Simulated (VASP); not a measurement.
# Al3CoNi2 (P-3m1) in VASP: single point with PBE

Aim: the single point of Al3CoNi2 with PBE.

Program: VASP 6.6.1. These are calculated values, not measurements. Logs are shortened: lines on timing, memory, paths and dates and some standing lists are left out, and cuts for length are marked.

## Step 1: The cell of the first run

The structure is trigonal, space group P-3m1 (No. 164). Conventional cell: a = 4.077 Å, b = 4.077 Å, c = 4.992 Å, α = 90.00°, β = 90.00°, γ = 120.00°. Al (site symmetry -3m) has 2 Co at 2.50 Å and 6 Ni at 2.50 Å and 6 Al at 2.89 Å within 3.3 Å. Al (site symmetry 3m) has 5 Ni at 2.47 to 2.52 Å and 3 Co at 2.49 Å and 6 Al at 2.87 to 2.89 Å within 3.3 Å. Within 3.3 Å of Ni (site symmetry 3m) lie 8 Al at 2.47 to 2.52 Å and 3 Co at 2.87 Å and 3 Ni at 2.91 Å. Within 3.3 Å of Co (site symmetry -3m) lie 8 Al at 2.49 to 2.50 Å and 6 Ni at 2.87 Å.

## Step 2: Single point, PBE, collinear spin, ferromagnetic start

File INCAR:

```
SYSTEM = Al3CoNi2
PREC = Accurate
ENCUT = 520
EDIFF = 1E-7
ISMEAR = 0
SIGMA = 0.1
LREAL = .FALSE.
LASPH = .TRUE.
NELM = 150
ALGO = Fast
ISIF = 2
LWAVE = .FALSE.
LCHARG = .FALSE.
ISPIN = 2
MAGMOM = 0 0 0 0.11 0.11 0.42
LORBIT = 11
LMAXMIX = 4
GGA = PE
NBANDS = 32
```

File KPOINTS:

```
Automatic mesh
0
G
  12 12 8
  0 0 0
```

File POSCAR:

```
Al3CoNi2
1.0
    4.0769584820     -0.0000000289      0.0000000000
   -2.0384792160      3.5307496300      0.0000000000
    0.0000000000      0.0000000000      4.9918132000
Al Ni Co
3 2 1
Direct
    0.0000000000      0.0000000000      0.0000000000
    0.3333333333      0.6666666667      0.6652970000
    0.6666666667      0.3333333333      0.3347030000
    0.3333333333      0.6666666667      0.1709130000
    0.6666666667      0.3333333333      0.8290870000
    0.0000000000      0.0000000000      0.5000000000
```

Potentials or basis: VASP PAW PBE potentials, release 64 (Al, Ni, Co).

On the command line:

```console
> cat potpaw_PBE.64/Al/POTCAR potpaw_PBE.64/Ni/POTCAR potpaw_PBE.64/Co/POTCAR > POTCAR
> mpirun -np 1 vasp_std > vasp.out
```

OUTCAR:

```text
SYSTEM = Al3CoNi2
   PREC = Accurate
   ENCUT = 520
   EDIFF = 1E-7
   ISMEAR = 0
   LREAL = .FALSE.
   LASPH = .TRUE.
   NELM = 150
   ISIF = 2
   ISPIN = 2
   LORBIT = 11
   GGA = PE

 ion  position               nearest neighbor table
   1  0.000  0.000  0.000-   6 2.50   6 2.50   4 2.50   5 2.50   4 2.50   5 2.50   5 2.50   4 2.50
                             2 2.89   3 2.89   2 2.89   3 2.89   2 2.89   3 2.89
   2  0.333  0.667  0.665-   4 2.47   5 2.49   5 2.49   5 2.49   6 2.49   6 2.49   6 2.49   4 2.52
                             3 2.87   3 2.87   3 2.87   1 2.89   1 2.89   1 2.89
   3  0.667  0.333  0.335-   5 2.47   4 2.49   4 2.49   4 2.49   6 2.49   6 2.49   6 2.49   5 2.52
                             2 2.87   2 2.87   2 2.87   1 2.89   1 2.89   1 2.89
   4  0.333  0.667  0.171-   2 2.47   3 2.49   3 2.49   3 2.49   1 2.50   1 2.50   1 2.50   2 2.52
                             6 2.87   6 2.87   6 2.87   5 2.91   5 2.91   5 2.91
   5  0.667  0.333  0.829-   3 2.47   2 2.49   2 2.49   2 2.49   1 2.50   1 2.50   1 2.50   3 2.52
                             6 2.87   6 2.87   6 2.87   4 2.91   4 2.91   4 2.91
   6  0.000  0.000  0.500-   2 2.49   3 2.49   2 2.49   3 2.49   3 2.49   2 2.49   1 2.50   1 2.50
                             5 2.87   4 2.87   5 2.87   4 2.87   5 2.87   4 2.87

  LATTYP: Found a hexagonal cell.
 ALAT       =     4.0769584820
 C/A-ratio  =     1.2243963783

  Lattice vectors:

 A1 = (   4.0769584820,  -0.0000000289,   0.0000000000)
 A2 = (  -2.0384792160,   3.5307496300,   0.0000000000)
 A3 = (   0.0000000000,   0.0000000000,   4.9918132000)

Analysis of symmetry for initial positions (statically):
=====================================================================
 Subroutine PRICEL returns:
 Original cell was already a primitive cell.

 Routine SETGRP: Setting up the symmetry group for a
 hexagonal supercell.

 Subroutine GETGRP returns: Found 12 space group operations
 (whereof 12 operations were pure point group operations)
 out of a pool of 24 trial point group operations.

The static configuration has the point symmetry D_3d.

Analysis of symmetry for dynamics (positions and initial velocities):
=====================================================================
 Subroutine PRICEL returns:
 Original cell was already a primitive cell.

 Routine SETGRP: Setting up the symmetry group for a
 hexagonal supercell.

 Subroutine GETGRP returns: Found 12 space group operations
 (whereof 12 operations were pure point group operations)
 out of a pool of 24 trial point group operations.

The dynamic configuration has the point symmetry D_3d.

Analysis of structural, dynamic, and magnetic symmetry:
=====================================================================
 Subroutine PRICEL returns:
 Original cell was already a primitive cell.

 Routine SETGRP: Setting up the symmetry group for a
 hexagonal supercell.

 Subroutine GETGRP returns: Found 12 space group operations
 (whereof 12 operations were pure point group operations)
 out of a pool of 24 trial point group operations.

The overall configuration has the point symmetry D_3d.

 Subroutine INISYM returns: Found 12 space group operations
 (whereof 12 operations are pure point group operations),
 and found     1 'primitive' translations

----------------------------------------------------------------------------------------

                                     Primitive cell

  volume of cell :      71.8558

  direct lattice vectors                    reciprocal lattice vectors
     4.076958482 -0.000000029  0.000000000     0.245280890  0.141612985  0.000000000
    -2.038479216  3.530749630  0.000000000     0.000000002  0.283225974  0.000000000
     0.000000000  0.000000000  4.991813200     0.000000000  0.000000000  0.200328009

  length of vectors
     4.076958482  4.076958482  4.991813200     0.283225974  0.283225974  0.200328009

  position of ions in fractional coordinates (direct lattice)
     0.000000000  0.000000000  0.000000000
     0.333333333  0.666666667  0.665297000
     0.666666667  0.333333333  0.334703000
     0.333333333  0.666666667  0.170913000
     0.666666667  0.333333333  0.829087000
     0.000000000  0.000000000  0.500000000

  ion indices of the primitive-cell ions
   primitive index   ion index
[... 60 lines left out ...]
   k-points           NKPTS =    131   k-points in BZ     NKDIM =    131   number of bands    NBANDS=     32
   number of dos      NEDOS =    301   number of ions     NIONS =      6
   total plane-waves  NPLWV =  36000
   dimension x,y,z NGX =    30 NGY =   30 NGZ =   40
   dimension x,y,z NGXF=    60 NGYF=   60 NGZF=   80
   ions per type =               3   2   1
   NGX,Y,Z   is equivalent  to a cutoff of  12.23, 12.23, 13.32 a.u.
   NGXF,Y,Z  is equivalent  to a cutoff of  24.47, 24.47, 26.64 a.u.
 SYSTEM =  Al3CoNi2
   PREC   = accura    normal or accurate (medium, high low for compatibility)
   ISTART =      0    job   : 0-new  1-cont  2-samecut
   ICHARG =      2    charge: 1-file 2-atom 10-const
   ISPIN  =      2    spin polarized calculation?
   LNONCOLLINEAR =      F non collinear calculations
   LSORBIT =      F    spin-orbit coupling
   LASPH  =      T    aspherical Exc in radial PAW
   ENCUT  =  520.0 eV  38.22 Ry    6.18 a.u.   7.58  7.58  9.28*2*pi/ulx,y,z
   NELM   =    150;   NELMIN=  2; NELMDL= -5     # of ELM steps
   EDIFF  = 0.1E-06   stopping-criterion for ELM
   LREAL  =      F    real-space projection
   EDIFFG = 0.1E-05   stopping-criterion for IOM
   NSW    =      0    number of steps for IOM
   IBRION =     -1    ionic relax: 0-MD 1-quasi-New 2-CG
   NFREE  =      0    steps in history (QN), initial steepest desc. (CG)
   ISIF   =      2    stress and relaxation
   ISYM   =      2    0-nonsym 1-usesym 2-fastsym
   POTIM  = 0.5000    time-step for ionic-motion
   TEBEG  =    0.0;   TEEND  =   0.0 temperature during run
   PSTRESS=    0.0 pullay stress
   NELECT =      38.0000    total number of electrons
   NUPDOWN=      -1.0000    fix difference up-down
   EMIN   =  10.00;   EMAX   =-10.00  energy-range for DOS
   EFERMI =   0.00;   METHOD = LEGACY
   ISMEAR =     0;   SIGMA  =   0.10  broadening in eV -4-tet -1-fermi 0-gaus
   EFERMI_NEDOS =   21; number of points for ismear=-14 and -15
   IALGO  =     68    algorithm
   IMIX   =      4    mixing-type and parameters
     AMIX     =   0.40;   BMIX     =  1.00
     AMIX_MAG =   1.60;   BMIX_MAG =  1.00
  volume/ion in A,a.u.               =      11.98        80.82
  Fermi-wavevector in a.u.,A,eV,Ry     =   1.323881  2.501772 23.846389  1.752660
  Thomas-Fermi vector in A             =   2.453456
   LORBIT       =     11    0 simple, 1 ext, 2 COOP (PROOUT), +10 PAW based schemes
   GGA     = PE    functional components
   LHFCALC =     F    Hartree Fock is set to
   AEXX    =    0.0000 exact exchange contribution
   IVDW    =     0    specifies the selected vdW correction
   LEPSILON=     F    determine dielectric tensor
   LRPA    =     F    only Hartree local field effects (RPA)
 spin polarized calculation
 RMM-DIIS sequential band-by-band and
 Gauss-broadening in eV      SIGMA  =   0.10
  energy-cutoff  :      520.00
  volume of cell :       71.86
 maximum number of plane-waves:      1962
   NGX = 15   NGY = 15   NGZ = 19

 number of electron      37.9999982 magnetization       0.4572791

 Free energy of the ion-electron system (eV)
  ---------------------------------------------------
  ext. energy  EPLUGINS =         0.00000000
  ---------------------------------------------------
  free energy    TOTEN  =       -32.93126753 eV

  energy without entropy =      -32.91218350  energy(sigma->0) =      -32.92172552

 E-fermi :  10.0280     XC(G=0): -12.0598

 val. band max:       10.0232820598   @ k =   0.2500   0.2500   0.1250
 cond. band min:      10.0322373203   @ k =   0.3333   0.0833   0.3750
 fundamental gap:      0.0089552605
 Fermi energy:        10.0280048192

 spin component 1

 k-point     1 :       0.0000    0.0000    0.0000
  band No.  band energies     occupation
      1      -0.9902      1.00000
      2       4.2465      1.00000
      3       4.2733      1.00000
      4       6.4985      1.00000
      5       6.4985      1.00000
      6       6.6655      1.00000
[... 805 lines left out ...]
     30      18.3519      0.00000
     31      18.4443      0.00000

 [... further k-points ...]

 spin component 2

 k-point     1 :       0.0000    0.0000    0.0000
  band No.  band energies     occupation
      1      -0.9882      1.00000
      2       4.2491      1.00000
      3       4.2944      1.00000
      4       6.5283      1.00000
      5       6.5283      1.00000
      6       6.7340      1.00000
[... 805 lines left out ...]
     30      18.3709      0.00000
     31      18.4684      0.00000

 [... further k-points ...]

 [bands above 31 left out]

------------------------ aborting loop because EDIFF is reached ----------------------------------------

  FORCE on cell =-STRESS in cart. coord.  units (eV):
  Direction    XX          YY          ZZ          XY          YZ          ZX
  --------------------------------------------------------------------------------------
  -------------------------------------------------------------------------------------
  Total       -0.0229727     -0.0229727     -0.0141697      0.0000000      0.0000000     -0.0000000
  in kB       -0.5122246     -0.5122246     -0.3159446      0.0000000      0.0000000     -0.0000000
  external PRESSURE =      -0.4467979 kB  Pullay stress =       0.0000000 kB

 VOLUME and BASIS-vectors are now :
 -----------------------------------------------------------------------------
  energy-cutoff  :      520.00
  volume of cell :       71.86
      direct lattice vectors                 reciprocal lattice vectors
     4.076958482 -0.000000029  0.000000000     0.245280890  0.141612985  0.000000000
    -2.038479216  3.530749630  0.000000000     0.000000002  0.283225974  0.000000000
     0.000000000  0.000000000  4.991813200     0.000000000  0.000000000  0.200328009

 POSITION                                       TOTAL-FORCE (eV/Angst)
 -----------------------------------------------------------------------------------
      0.00000      0.00000      0.00000        -0.000000     -0.000000      0.000000
      0.00000      2.35383      3.32104        -0.000000      0.000000     -0.004136
      2.03848      1.17692      1.67077         0.000000      0.000000      0.004136
      0.00000      2.35383      0.85317        -0.000000     -0.000000     -0.003743
      2.03848      1.17692      4.13865         0.000000      0.000000      0.003743
      0.00000      0.00000      2.49591        -0.000000     -0.000000      0.000000
 -----------------------------------------------------------------------------------
    total drift:                               -0.000000     -0.000000      0.000000

  FREE ENERGIE OF THE ION-ELECTRON SYSTEM (eV)
  ---------------------------------------------------
  free  energy   TOTEN  =       -32.9312675299 eV

  energy  without entropy=      -32.9121835027  energy(sigma->0) =      -32.92172552

 total charge

# of ion       s       p       d       tot
------------------------------------------
    1        0.385   0.413   0.000   0.798
    2        0.387   0.414   0.000   0.801
    3        0.387   0.414   0.000   0.801
    4        0.469   0.518   8.462   9.449
    5        0.469   0.518   8.462   9.449
    6        0.436   0.467   7.510   8.413
--------------------------------------------------
tot          2.533   2.745  24.434  29.712

 magnetization (x)

# of ion       s       p       d       tot
------------------------------------------
    1       -0.001   0.000   0.000  -0.000
    2       -0.000   0.001   0.000   0.000
    3       -0.000   0.001   0.000   0.000
    4        0.005  -0.002   0.070   0.072
    5        0.005  -0.002   0.070   0.072
    6        0.003   0.006   0.318   0.327
--------------------------------------------------
tot          0.011   0.002   0.458   0.471
```

It took 7.1 min on 1 thread of Oxide Virtual Turin-like, shared host; peak memory 0.52 GiB.

What came out:

- Free energy: -32.9313 eV
- Pressure: 0.0 GPa
- Largest force: 0.004 eV/Å
- Net moment: 0.46 μB per cell
- Site moments: Al -0.00, +0.00 (each value once); Ni +0.07; Co +0.33 μB
- Valence electrons inside the program's atomic spheres: Al 0.80; Ni 9.45; Co 8.41

Forces on the atoms (eV/Å):
```
Al   0.000  0.000  0.000
Al   0.000  0.000 -0.004
Al   0.000  0.000  0.004
Ni   0.000  0.000 -0.004
Ni   0.000  0.000  0.004
Co   0.000  0.000  0.000
```
